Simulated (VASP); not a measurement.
# IrS (Fm-3m) in VASP: further runs

IrS is run at these levels: r2SCAN; tasks: single point.

Everything below comes from runs of VASP 6.6.1. Logs are shortened: lines on timing, memory, paths and dates and some standing lists are left out, and cuts for length are marked.

### Step 1. The cell of the first run

Symmetry: Fm-3m, No. 225, cubic system. Conventional cell: a = 4.888 Å, b = 4.888 Å, c = 4.888 Å, α = 90.00°, β = 90.00°, γ = 90.00°. Within 3.2 Å of Ir (site symmetry m-3m) lie 6 S at 2.44 Å. Within 3.2 Å of S (site symmetry m-3m) lie 6 Ir at 2.44 Å.

### Step 2. Single point, r2SCAN (14.60 Å³/atom)

File POSCAR:

```
IrS
1.0
    0.0000000000      2.4440041735      2.4440041735
    2.4440041735      0.0000000000      2.4440041735
    2.4440041735      2.4440041735      0.0000000000
Ir S
1 1
Direct
    0.5000000000      0.5000000000      0.5000000000
    0.0000000000      0.0000000000      0.0000000000
```

File INCAR.step1:

```
ALGO = Normal ; EDIFF = 1E-4
ENCUT = 520 ; GGA = PE
ISMEAR = 0 ; LASPH = T
LCHARG = F ; LREAL = F
LWAVE = T ; NBANDS = 14
NELM = 100 ; PREC = Accurate
SIGMA = 0.05
```

File INCAR.step2:

```
ALGO = Normal ; EDIFF = 1E-7
ENCUT = 520 ; ISIF = 2
ISMEAR = 0 ; ISTART = 1
LASPH = T ; LCHARG = T
LELF = T ; LMIXTAU = T
LREAL = F ; LVHAR = T
LWAVE = F ; METAGGA = R2SCAN
NBANDS = 14 ; NELM = 100
PREC = Accurate ; SIGMA = 0.05
```

File KPOINTS:

```
k-points
0
Gamma
  12 12 12
```

Potentials or basis: VASP PAW PBE potentials, release 64 (Ir, S).

Command:

```sh
> cat potpaw_PBE.64/Ir/POTCAR potpaw_PBE.64/S/POTCAR > POTCAR
> cp INCAR.step1 INCAR
> mpirun -np 1 vasp_std > vasp.out
> cp INCAR.step2 INCAR
> mpirun -np 1 vasp_std > vasp.out
```

OUTCAR:

```text
EDIFF = 1E-7
   ENCUT = 520
   ISIF = 2
   ISMEAR = 0
   ISTART = 1
   LASPH = T
   LREAL = F
   METAGGA = R2SCAN
   NELM = 100
   PREC = Accurate

 ion  position               nearest neighbor table
   1  0.500  0.500  0.500-   2 2.44   2 2.44   2 2.44   2 2.44   2 2.44   2 2.44
   2  0.000  0.000  0.000-   1 2.44   1 2.44   1 2.44   1 2.44   1 2.44   1 2.44

  LATTYP: Found a face centered cubic cell.
 ALAT       =     4.8880083470

  Lattice vectors:

 A1 = (   0.0000000000,   2.4440041735,   2.4440041735)
 A2 = (   2.4440041735,   0.0000000000,   2.4440041735)
 A3 = (   2.4440041735,   2.4440041735,   0.0000000000)

Analysis of symmetry for initial positions (statically):
=====================================================================
 Subroutine PRICEL returns:
 Original cell was already a primitive cell.

 Routine SETGRP: Setting up the symmetry group for a
 face centered cubic supercell.

 Subroutine GETGRP returns: Found 48 space group operations
 (whereof 48 operations were pure point group operations)
 out of a pool of 48 trial point group operations.

The static configuration has the point symmetry O_h .

Analysis of symmetry for dynamics (positions and initial velocities):
=====================================================================
 Subroutine PRICEL returns:
 Original cell was already a primitive cell.

 Routine SETGRP: Setting up the symmetry group for a
 face centered cubic supercell.

 Subroutine GETGRP returns: Found 48 space group operations
 (whereof 48 operations were pure point group operations)
 out of a pool of 48 trial point group operations.

The dynamic configuration has the point symmetry O_h .

 Subroutine INISYM returns: Found 48 space group operations
 (whereof 48 operations are pure point group operations),
 and found     1 'primitive' translations

----------------------------------------------------------------------------------------

                                     Primitive cell

  volume of cell :      29.1968

  direct lattice vectors                    reciprocal lattice vectors
     0.000000000  2.444004174  2.444004174    -0.204582302  0.204582302  0.204582302
     2.444004174  0.000000000  2.444004174     0.204582302 -0.204582302  0.204582302
     2.444004174  2.444004174  0.000000000     0.204582302  0.204582302 -0.204582302

  length of vectors
     3.456343849  3.456343849  3.456343849     0.354346941  0.354346941  0.354346941

  position of ions in fractional coordinates (direct lattice)
     0.500000000  0.500000000  0.500000000
     0.000000000  0.000000000  0.000000000

  ion indices of the primitive-cell ions
   primitive index   ion index
                 1           1
                 2           2

----------------------------------------------------------------------------------------

 KPOINTS: k-points

Automatic generation of k-mesh.
 Grid dimensions read from file:
 generate k-points for:   12   12   12

 Generating k-lattice:

  Cartesian coordinates                     Fractional coordinates (reciprocal lattice)
    -0.017048525  0.017048525  0.017048525     0.083333333  0.000000000  0.000000000
     0.017048525 -0.017048525  0.017048525     0.000000000  0.083333333  0.000000000
     0.017048525  0.017048525 -0.017048525     0.000000000  0.000000000  0.083333333

  Length of vectors
     0.029528912  0.029528912  0.029528912

  Shift w.r.t. Gamma in fractional coordinates (k-lattice)
     0.000000000  0.000000000  0.000000000

 Subroutine IBZKPT returns following result:
 ===========================================

 Found     72 irreducible k-points:

 Following reciprocal coordinates:
            Coordinates               Weight
  0.000000  0.000000  0.000000      1.000000
  0.083333  0.000000  0.000000      8.000000
  0.166667  0.000000  0.000000      8.000000
  0.250000  0.000000  0.000000      8.000000
  0.333333  0.000000  0.000000      8.000000
  0.416667  0.000000  0.000000      8.000000
[... 16 lines left out ...]
  0.500000  0.166667  0.000000     24.000000
 -0.416667  0.166667  0.000000     24.000000
 [... further k-points ...]
   k-points           NKPTS =     72   k-points in BZ     NKDIM =     72   number of bands    NBANDS=     14
   number of dos      NEDOS =    301   number of ions     NIONS =      2
   total plane-waves  NPLWV =  21952
   dimension x,y,z NGX =    28 NGY =   28 NGZ =   28
   dimension x,y,z NGXF=    56 NGYF=   56 NGZF=   56
   ions per type =               1   1
   NGX,Y,Z   is equivalent  to a cutoff of  13.47, 13.47, 13.47 a.u.
   NGXF,Y,Z  is equivalent  to a cutoff of  26.94, 26.94, 26.94 a.u.
 SYSTEM =  unknown system
   PREC   = accura    normal or accurate (medium, high low for compatibility)
   ISTART =      1    job   : 0-new  1-cont  2-samecut
   ICHARG =      0    charge: 1-file 2-atom 10-const
   ISPIN  =      1    spin polarized calculation?
   LNONCOLLINEAR =      F non collinear calculations
   LSORBIT =      F    spin-orbit coupling
   LASPH  =      T    aspherical Exc in radial PAW
   ENCUT  =  520.0 eV  38.22 Ry    6.18 a.u.   6.43  6.43  6.43*2*pi/ulx,y,z
   NELM   =    100;   NELMIN=  2; NELMDL=  0     # of ELM steps
   EDIFF  = 0.1E-06   stopping-criterion for ELM
   LREAL  =      F    real-space projection
   EDIFFG = 0.1E-05   stopping-criterion for IOM
   NSW    =      0    number of steps for IOM
   IBRION =     -1    ionic relax: 0-MD 1-quasi-New 2-CG
   NFREE  =      0    steps in history (QN), initial steepest desc. (CG)
   ISIF   =      2    stress and relaxation
   ISYM   =      2    0-nonsym 1-usesym 2-fastsym
   POTIM  = 0.5000    time-step for ionic-motion
   TEBEG  =    0.0;   TEEND  =   0.0 temperature during run
   PSTRESS=    0.0 pullay stress
   NELECT =      15.0000    total number of electrons
   NUPDOWN=      -1.0000    fix difference up-down
   EMIN   =  10.00;   EMAX   =-10.00  energy-range for DOS
   EFERMI =   0.00;   METHOD = LEGACY
   ISMEAR =     0;   SIGMA  =   0.05  broadening in eV -4-tet -1-fermi 0-gaus
   EFERMI_NEDOS =   21; number of points for ismear=-14 and -15
   IALGO  =     38    algorithm
   IMIX   =      4    mixing-type and parameters
     AMIX     =   0.40;   BMIX     =  1.00
     AMIX_MAG =   1.60;   BMIX_MAG =  1.00
  volume/ion in A,a.u.               =      14.60        98.51
  Fermi-wavevector in a.u.,A,eV,Ry     =   1.311173  2.477758 23.390789  1.719174
  Thomas-Fermi vector in A             =   2.441653
   LORBIT       =      0    0 simple, 1 ext, 2 COOP (PROOUT), +10 PAW based schemes
   METAGGA = R2SCAN    functional components
   LHFCALC =     F    Hartree Fock is set to
   AEXX    =    0.0000 exact exchange contribution
   IVDW    =     0    specifies the selected vdW correction
   LEPSILON=     F    determine dielectric tensor
   LRPA    =     F    only Hartree local field effects (RPA)
 non-spin polarized calculation
 Gauss-broadening in eV      SIGMA  =   0.05
  energy-cutoff  :      520.00
  volume of cell :       29.20
 maximum number of plane-waves:       817
 NGX is ok and might be reduce to    28
   NGX = 13   NGY = 13   NGZ = 13

 number of electron      15.0000000 magnetization

 Free energy of the ion-electron system (eV)
  ---------------------------------------------------
  ext. energy  EPLUGINS =         0.00000000
  ---------------------------------------------------
  free energy    TOTEN  =       -59.69207949 eV

  energy without entropy =      -59.69005072  energy(sigma->0) =      -59.69106510

 E-fermi :   9.1715     XC(G=0): -13.3511

 val. band max:        9.1654904414   @ k =   0.5000   0.5000   0.0000
 cond. band min:       9.2202890311   @ k =  -0.4167   0.4167   0.0000
 fundamental gap:      0.0547985897
 Fermi energy:         9.1714660911

 k-point     1 :       0.0000    0.0000    0.0000
  band No.  band energies     occupation
      1      -7.9805      2.00000
      2       5.8504      2.00000
      3       5.8504      2.00000
      4       5.8504      2.00000
      5       6.1385      2.00000
      6       6.1386      2.00000
      7       6.6985      2.00000
      8       6.6985      2.00000
      9       6.6985      2.00000
     10      12.7332      0.00000
     11      20.3918      0.00000
     12      22.4348      0.00000
     13      22.4348      0.00000
     14      22.4348      0.00000

 k-point     2 :       0.0833    0.0000    0.0000
  band No.  band energies     occupation
      1      -7.8689      2.00000
      2       5.1779      2.00000
      3       5.2006      2.00000
      4       5.2006      2.00000
      5       5.9938      2.00000
      6       5.9938      2.00000
      7       6.9083      2.00000
      8       7.7428      2.00000
      9       7.7428      2.00000
     10      13.2674      0.00000
     11      20.1677      0.00000
     12      22.1404      0.00000
     13      22.1404      0.00000
     14      22.2888      0.00000

 k-point     3 :       0.1667    0.0000    0.0000
  band No.  band energies     occupation
      1      -7.5445      2.00000
      2       3.8870      2.00000
      3       4.2446      2.00000
      4       4.2447      2.00000
      5       6.2803      2.00000
      6       6.2803      2.00000
      7       7.1607      2.00000
      8       9.1365      1.67753
      9       9.1365      1.67732
     10      14.4554      0.00000
     11      19.1270      0.00000
     12      21.1404      0.00000
     13      21.1404      0.00000
     14      22.7043      0.00000
[... 324 lines left out ...]
 k-point    23 :       0.5000    0.1667    0.0000
  band No.  band energies     occupation
      1      -5.8230      2.00000
      2       0.4914      2.00000
      3       2.5027      2.00000
      4       2.8339      2.00000
      5       7.1101      2.00000
      6       7.9050      2.00000
      7       8.3580      2.00000
      8      11.5673      0.00000
      9      11.9387      0.00000
     10      14.6556      0.00000
     11      15.9814      0.00000
     12      18.4090      0.00000
     13      19.6650      0.00000
     14      23.5182      0.00000

 k-point    24 :      -0.4167    0.1667    0.0000
  band No.  band energies     occupation
      1      -5.7380      2.00000
      2       0.3437      2.00000
      3       2.5534      2.00000
      4       2.6240      2.00000
      5       7.6104      2.00000
      6       7.7128      2.00000
      7       8.2387      2.00000
      8      11.1833      0.00000
      9      12.7501      0.00000
     10      14.2845      0.00000
     11      16.8398      0.00000
     12      17.8672      0.00000
     13      19.4099      0.00000
     14      22.5442      0.00000

 [... further k-points ...]

------------------------ aborting loop because EDIFF is reached ----------------------------------------

  FORCE on cell =-STRESS in cart. coord.  units (eV):
  Direction    XX          YY          ZZ          XY          YZ          ZX
  --------------------------------------------------------------------------------------
  -------------------------------------------------------------------------------------
  Total        1.0099590      1.0099590      1.0099590      0.0000000      0.0000000      0.0000000
  in kB       55.4215299     55.4215299     55.4215299      0.0000000      0.0000000      0.0000000
  external PRESSURE =      55.4215299 kB  Pullay stress =       0.0000000 kB

 VOLUME and BASIS-vectors are now :
 -----------------------------------------------------------------------------
  energy-cutoff  :      520.00
  volume of cell :       29.20
      direct lattice vectors                 reciprocal lattice vectors
     0.000000000  2.444004174  2.444004174    -0.204582302  0.204582302  0.204582302
     2.444004174  0.000000000  2.444004174     0.204582302 -0.204582302  0.204582302
     2.444004174  2.444004174  0.000000000     0.204582302  0.204582302 -0.204582302

 POSITION                                       TOTAL-FORCE (eV/Angst)
 -----------------------------------------------------------------------------------
      2.44400      2.44400      2.44400         0.000000      0.000000      0.000000
      0.00000      0.00000      0.00000        -0.000000     -0.000000     -0.000000
 -----------------------------------------------------------------------------------
    total drift:                                0.000000      0.000000      0.000000

  FREE ENERGIE OF THE ION-ELECTRON SYSTEM (eV)
  ---------------------------------------------------
  free  energy   TOTEN  =       -59.6920794868 eV

  energy  without entropy=      -59.6900507212  energy(sigma->0) =      -59.69106510
```

It took 3.3 min on 1 thread of Intel Xeon 8259CL, shared host; peak memory 0.19 GiB.

Results:

| Item | Value |
| --- | --- |
| Free energy | -59.6921 eV |
| Pressure | 5.5 GPa |
| Band gap on the k mesh | zero (an odd number of electrons rules out a gap without spin polarisation) |

Caveat: the cell stands under pressure; the PAW data sets were made with another functional, which shifts forces and pressure a little; spin-orbit coupling is left out, which moves the levels of the heavy elements.

### Step 3. Single point, r2SCAN (14.84 Å³/atom)

This run uses another cell than the first one, of 14.84 Å³/atom.

File POSCAR:

```
IrS
1.0
    0.0000000000      2.4572839564      2.4572839564
    2.4572839564      0.0000000000      2.4572839564
    2.4572839564      2.4572839564      0.0000000000
Ir S
1 1
Direct
    0.5000000000      0.5000000000      0.5000000000
    0.0000000000      0.0000000000      0.0000000000
```

File INCAR.step1:

```
PREC = Accurate
ENCUT = 520
ISMEAR = 0
SIGMA = 0.05
LREAL = F
LASPH = T
NELM = 60
NBANDS = 14
GGA = PE
ALGO = Normal
EDIFF = 1E-4
LWAVE = T
LCHARG = F
```

File INCAR.step2:

```
PREC = Accurate
ENCUT = 520
EDIFF = 1E-7
ISMEAR = 0
SIGMA = 0.05
LREAL = F
LASPH = T
NELM = 60
ALGO = Normal
ISIF = 2
LWAVE = F
LCHARG = F
METAGGA = R2SCAN
LMIXTAU = T
NBANDS = 14
ISTART = 1
```

File KPOINTS:

```
regular mesh
0
Gamma
  12 12 12
```

Potentials or basis: VASP PAW PBE potentials, release 64 (Ir, S).

Command:

```sh
> cat potpaw_PBE.64/Ir/POTCAR potpaw_PBE.64/S/POTCAR > POTCAR
> cp INCAR.step1 INCAR
> mpirun -np 1 vasp_std > vasp.out
> cp INCAR.step2 INCAR
> mpirun -np 1 vasp_std > vasp.out
```

OUTCAR:

```text
PREC = Accurate
   ENCUT = 520
   EDIFF = 1E-7
   ISMEAR = 0
   LREAL = F
   LASPH = T
   NELM = 60
   ISIF = 2
   METAGGA = R2SCAN
   ISTART = 1

 ion  position               nearest neighbor table
   1  0.500  0.500  0.500-   2 2.46   2 2.46   2 2.46   2 2.46   2 2.46   2 2.46
   2  0.000  0.000  0.000-   1 2.46   1 2.46   1 2.46   1 2.46   1 2.46   1 2.46

  LATTYP: Found a face centered cubic cell.
 ALAT       =     4.9145679128

  Lattice vectors:

 A1 = (   0.0000000000,   2.4572839564,   2.4572839564)
 A2 = (   2.4572839564,   0.0000000000,   2.4572839564)
 A3 = (   2.4572839564,   2.4572839564,   0.0000000000)

Analysis of symmetry for initial positions (statically):
=====================================================================
 Subroutine PRICEL returns:
 Original cell was already a primitive cell.

 Routine SETGRP: Setting up the symmetry group for a
 face centered cubic supercell.

 Subroutine GETGRP returns: Found 48 space group operations
 (whereof 48 operations were pure point group operations)
 out of a pool of 48 trial point group operations.

[... 176 lines left out ...]
      5       5.9787      2.00000
      6       5.9787      2.00000
      7       6.4763      2.00000
      8       6.4763      2.00000
      9       6.4763      2.00000
     10      12.3312      0.00000
     11      20.1716      0.00000
     12      22.0885      0.00000
     13      22.0885      0.00000
     14      22.0885      0.00000
[... 377 lines left out ...]
      1      -5.9033      2.00000
      2       0.2446      2.00000
      3       2.4269      2.00000
      4       2.4975      2.00000
      5       7.4005      2.00000
      6       7.5015      2.00000
      7       8.0085      2.00000
      8      10.8901      0.00000
      9      12.4313      0.00000
     10      14.0344      0.00000
     11      16.5006      0.00000
     12      17.5659      0.00000
     13      19.0705      0.00000
     14      22.2575      0.00000

 [... further k-points ...]

------------------------ aborting loop because EDIFF is reached ----------------------------------------

  FORCE on cell =-STRESS in cart. coord.  units (eV):
  Direction    XX          YY          ZZ          XY          YZ          ZX
  --------------------------------------------------------------------------------------
  -------------------------------------------------------------------------------------
  Total        0.3690143      0.3690143      0.3690143     -0.0000000      0.0000000      0.0000000
  in kB       19.9231385     19.9231385     19.9231385     -0.0000000      0.0000000      0.0000000
  external PRESSURE =      19.9231385 kB  Pullay stress =       0.0000000 kB

 VOLUME and BASIS-vectors are now :
 -----------------------------------------------------------------------------
  energy-cutoff  :      520.00
  volume of cell :       29.68
      direct lattice vectors                 reciprocal lattice vectors
     0.000000000  2.457283956  2.457283956    -0.203476688  0.203476688  0.203476688
     2.457283956  0.000000000  2.457283956     0.203476688 -0.203476688  0.203476688
     2.457283956  2.457283956  0.000000000     0.203476688  0.203476688 -0.203476688

 POSITION                                       TOTAL-FORCE (eV/Angst)
 -----------------------------------------------------------------------------------
      2.45728      2.45728      2.45728        -0.000000      0.000000      0.000000
      0.00000      0.00000      0.00000         0.000000     -0.000000     -0.000000
 -----------------------------------------------------------------------------------
    total drift:                                0.000000      0.000000      0.000000

  FREE ENERGIE OF THE ION-ELECTRON SYSTEM (eV)
  ---------------------------------------------------
  free  energy   TOTEN  =       -59.7034131819 eV

  energy  without entropy=      -59.7014001167  energy(sigma->0) =      -59.70240665
```

OUTCAR.step1:

```text
PREC = Accurate
   ENCUT = 520
   ISMEAR = 0
   LREAL = F
   LASPH = T
[... 629 lines left out ...]
 -----------------------------------------------------------------------------------
      2.45728      2.45728      2.45728         0.000000     -0.000000      0.000000
      0.00000      0.00000      0.00000        -0.000000      0.000000     -0.000000
 -----------------------------------------------------------------------------------
    total drift:                                0.000000      0.000000      0.000000

  FREE ENERGIE OF THE ION-ELECTRON SYSTEM (eV)
  ---------------------------------------------------
  free  energy   TOTEN  =       -12.0938679489 eV

  energy  without entropy=      -12.0917346605  energy(sigma->0) =      -12.09280130
```

Run time: 4.1 min. Hardware: 1 thread of Intel Xeon 8259CL, shared host; peak memory 0.19 GiB.

Results:

| Quantity | Value |
| --- | --- |
| Free energy | -59.7034 eV |
| Pressure | 2.0 GPa |
| Band gap on the k mesh | zero (an odd number of electrons rules out a gap without spin polarisation) |

Caveat: the PAW data sets were made with another functional, which shifts forces and pressure a little; spin-orbit coupling is left out, which moves the levels of the heavy elements.

[end of part 1 of 2]
